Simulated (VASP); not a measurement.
# Re (P6_3/mmc) in VASP: a series of runs, part 2 of 2

VASP 6.6.1. The steps go on from the part before.

## Step 4: Relaxation of cell and atoms, PBE, target pressure 540 GPa, at which the enthalpy is minimised

File INCAR:

```
PREC = Accurate
ENCUT = 600
EDIFF = 1E-6
ISMEAR = -1
SIGMA = 0.08
LREAL = False
LASPH = True
NELM = 80
ALGO = Normal
ISIF = 3
LWAVE = False
LCHARG = False
GGA = PE
IBRION = 2
NSW = 60
EDIFFG = -0.005
PSTRESS = 5400.0
```

File KPOINTS:

```
Automatic mesh
0
Gamma
  19 19 10
```

File POSCAR:

```
Re
1.0
    2.3412260577      0.0000000000      0.0000000000
   -1.1706130288      2.0275612420      0.0000000000
    0.0000000000      0.0000000000      3.7927862135
Re
2
Direct
    0.3333333333      0.6666666667      0.2500000000
    0.6666666667      0.3333333333      0.7500000000
```

Launch:

```console
$ cat potpaw_PBE.64/Re/POTCAR > POTCAR
$ mpirun -np 1 vasp_std > vasp.out
```

Run time: 1.8 min. Hardware: 1 thread of Intel Xeon 6975P-C (Granite Rapids), shared host; peak memory 0.19 GiB.

Results (log left out):

```
Free energy                                            : -11.9037 eV
Relaxed volume                                         : 9.04 Å³/atom
Relaxed cell                                           : a = 2.349 Å, b = 2.349 Å, c = 3.783 Å, α = 90.00°, β = 90.00°, γ = 120.00°
Space group after relaxing (to 0.05 Å)                 : P6_3/mmc (No. 194)
Energy change on relaxing (the enthalpy is what falls) : -138.5 meV/atom
Ionic steps                                            : 7
Pressure after relaxing                                : 540.0 GPa
Band gap on the k mesh                                 : zero (band 7 reaches 19.37 eV, above the bottom of band 8 at 11.85 eV)
```

The path:
```tsv
step	energy change (eV)	largest force (eV/Å)	pressure (GPa)	volume (Å³)
1	0.0000	0.0000	549.63	18.00
2	-4.2080	0.0000	400.26	19.45
3	-0.3486	0.0000	537.50	18.11
4	-0.3305	0.0000	538.10	18.10
5	-0.0452	0.0000	547.70	18.02
6	-0.2783	0.0000	539.92	18.09
7	-0.2769	0.0000	540.00	18.08
```

Final structure:
```cif
data_structure
_symmetry_space_group_name_H-M 'P 1'
_symmetry_Int_Tables_number 1
_cell_length_a 2.3495
_cell_length_b 2.3495
_cell_length_c 3.7831
_cell_angle_alpha 90.000
_cell_angle_beta 90.000
_cell_angle_gamma 120.000
_cell_volume 18.08
loop_
_atom_site_label
_atom_site_type_symbol
_atom_site_fract_x
_atom_site_fract_y
_atom_site_fract_z
_atom_site_occupancy
Re1 Re 0.33333 0.66667 0.25000 1
Re2 Re 0.66667 0.33333 0.75000 1
```

Levels at points of the mesh, in eV from the Fermi level:
```
           k point  band 3  band 4  band 5  band 6  band 7  band 8  band 9  band 10  band 11
(0.00, 0.00, 0.00)   -3.96   -3.96   -3.77   -2.16   -2.16   -0.43   -0.43     3.31     5.59
(0.00, 0.00, 0.50)   -4.17   -4.17   -4.17   -4.17   -3.66   -3.66    4.52     4.52     4.52
```

Caveat: the cell is relaxed towards a set pressure, so the enthalpy falls and the energy may rise; spin-orbit coupling is left out, which moves the levels of the heavy elements.

## Step 5: Relaxation of cell and atoms, PBE, target pressure 540 GPa, at which the enthalpy is minimised

File INCAR:

```
SYSTEM = Re
PREC = Accurate
ENCUT = 600
EDIFF = 1E-7
ISMEAR = -1
SIGMA = 0.08
LREAL = .False.
LASPH = .True.
NELM = 100
ALGO = Normal
ISIF = 3
LWAVE = .False.
LCHARG = .False.
GGA = PE
IBRION = 2
NSW = 32
EDIFFG = -0.005
PSTRESS = 5400.0
```

File KPOINTS:

```
Automatic mesh
0
Gamma
  19 19 10
  0 0 0
```

File POSCAR:

```
Re
1.0
    2.3437550227      0.0000000000      0.0000000000
   -1.1718775113      2.0297513899      0.0000000000
    0.0000000000      0.0000000000      3.7785701409
Re
2
Direct
    0.3333333333      0.6666666667      0.2500000000
    0.6666666667      0.3333333333      0.7500000000
```

Launch:

```console
$ cat potpaw_PBE.64/Re/POTCAR > POTCAR
$ mpirun -np 1 vasp_std > vasp.out
```

It took 2.4 min on 1 thread of Intel Xeon 6975P-C (Granite Rapids), shared host; peak memory 0.19 GiB.

Results (log left out):

```
Free energy                                            : -11.9033 eV
Relaxed volume                                         : 9.04 Å³/atom
Relaxed cell                                           : a = 2.349 Å, b = 2.349 Å, c = 3.783 Å, α = 90.00°, β = 90.00°, γ = 120.00°
Space group after relaxing (to 0.05 Å)                 : P6_3/mmc (No. 194)
Energy change on relaxing (the enthalpy is what falls) : -186.4 meV/atom
Ionic steps                                            : 9
Pressure after relaxing                                : 540.0 GPa
Band gap on the k mesh                                 : zero (band 7 reaches 19.37 eV, above the bottom of band 8 at 11.85 eV)
```

The path:
```csv
step,energy change (eV),largest force (eV/Å),pressure (GPa),volume (Å³)
1,0.0000,0.0000,553.03,17.98
2,-5.5174,0.0000,357.79,19.95
3,-0.3977,0.0000,539.17,18.09
4,-0.3757,0.0000,539.95,18.09
5,-0.3831,0.0000,539.67,18.09
6,-0.3768,0.0000,539.86,18.09
7,-0.3818,0.0000,539.72,18.09
8,-0.2850,0.0000,543.13,18.06
9,-0.3729,0.0000,540.03,18.08
```

Final structure:
```
Re
1.0
     2.34946    0.00000    0.00000
    -1.17473    2.03469    0.00000
     0.00000    0.00000    3.78312
Re
2
Direct
  0.33333 0.66667 0.25000
  0.66667 0.33333 0.75000
```

Levels at points of the mesh, in eV from the Fermi level:
| k point | band 4 | band 5 | band 6 | band 7 | band 8 | band 9 | band 10 | band 11 |
| --- | --- | --- | --- | --- | --- | --- | --- | --- |
| (0.00, 0.00, 0.00) | -3.96 | -3.77 | -2.16 | -2.16 | -0.43 | -0.43 | 3.31 | 5.59 |
| (0.00, 0.00, 0.50) | -4.17 | -4.17 | -4.17 | -3.66 | -3.66 | 4.52 | 4.52 | 4.52 |

Caveat: the cell is relaxed towards a set pressure, so the enthalpy falls and the energy may rise; spin-orbit coupling is left out, which moves the levels of the heavy elements.

## Step 6: Single point, PBE

File INCAR:

```
SYSTEM = Re
PREC = Accurate ; ENCUT = 500
EDIFF = 1E-6 ; ISMEAR = -1
SIGMA = 0.08 ; LREAL = .FALSE.
LASPH = .TRUE. ; NELM = 120
ALGO = Normal ; ISIF = 2
LWAVE = .FALSE. ; LCHARG = .FALSE.
GGA = PE ; NBANDS = 22
GGA_COMPAT = .FALSE.
```

File KPOINTS:

```
Automatic mesh
0
G
  19 19 10
  0 0 0
```

POSCAR is that of step 5.

Potentials or basis: VASP PAW PBE potentials, release 64 (Re_sv_GW).

Launch:

```console
$ cat potpaw_PBE.64/Re_sv_GW/POTCAR > POTCAR
$ mpirun -np 1 vasp_std > vasp.out
```

Wall time 37 s (1 thread of Intel Xeon 6975P-C (Granite Rapids), shared host); peak memory 0.19 GiB.

It converged, with:

```yaml
Free_energy: -15.0112 eV
Pressure: 541.1 GPa
Band_gap_on_the_k_mesh: zero (band 15 reaches 27.38 eV, above the bottom of band 16 at 20.08 eV)
```

Stress tensor (GPa, compression positive):
```
541.08   0.00   0.00
  0.00 541.08   0.00
  0.00   0.00 541.21
```

Levels at points of the mesh, in eV from the Fermi level:
| k point | band 12 | band 13 | band 14 | band 15 | band 16 | band 17 | band 18 | band 19 |
| --- | --- | --- | --- | --- | --- | --- | --- | --- |
| (0.00, 0.00, 0.00) | -3.97 | -3.82 | -2.20 | -2.20 | -0.49 | -0.49 | 3.45 | 5.47 |
| (0.00, 0.00, 0.50) | -4.17 | -4.17 | -4.17 | -3.53 | -3.53 | 4.44 | 4.44 | 4.44 |

Caveat: spin-orbit coupling is left out, which moves the levels of the heavy elements.

## Step 7: Summary

| task | potentials or basis | cell | cutoff (eV) | second run | gap on the mesh (eV) | pressure (GPa) |
| --- | --- | --- | --- | --- | --- | --- |
| single point | VASP PAW PBE potentials, release 64 (Re) | a = 2.344, b = 2.344, c = 3.779 Å, angles 90.0, 90.0, 120.0°, 2 atoms | 520 | - | none | 553.0 |
| single point | VASP PAW PBE potentials, release 64 (Re) | a = 2.343, b = 2.343, c = 3.776 Å, angles 90.0, 90.0, 120.0°, 2 atoms | 520 | - | none | 556.6 |
| relaxation of cell and atoms | VASP PAW PBE potentials, release 64 (Re) | relaxed to 540 GPa from a = 2.341, b = 2.341, c = 3.793 Å, angles 90.0, 90.0, 120.0°, 2 atoms | 600 | - | none | 540.0 |
| relaxation of cell and atoms | VASP PAW PBE potentials, release 64 (Re) | relaxed to 540 GPa from a = 2.344, b = 2.344, c = 3.779 Å, angles 90.0, 90.0, 120.0°, 2 atoms | 600 | - | none | 540.0 |
| single point | VASP PAW PBE potentials, release 64 (Re_sv_GW) | a = 2.344, b = 2.344, c = 3.779 Å, angles 90.0, 90.0, 120.0°, 2 atoms | 500 | valence_matched | none | 541.1 |

Alike in all rows: level PBE; no spin polarisation; k mesh 19 × 19 × 10; smearing fermi-dirac 0.08 eV.

Caveats: spin-orbit coupling is left out, which moves the levels of the heavy elements; the cell is relaxed towards a set pressure, so the enthalpy falls and the energy may rise (some runs).

Total energies depend on the potentials used, so only differences within one code and one set of settings carry meaning.
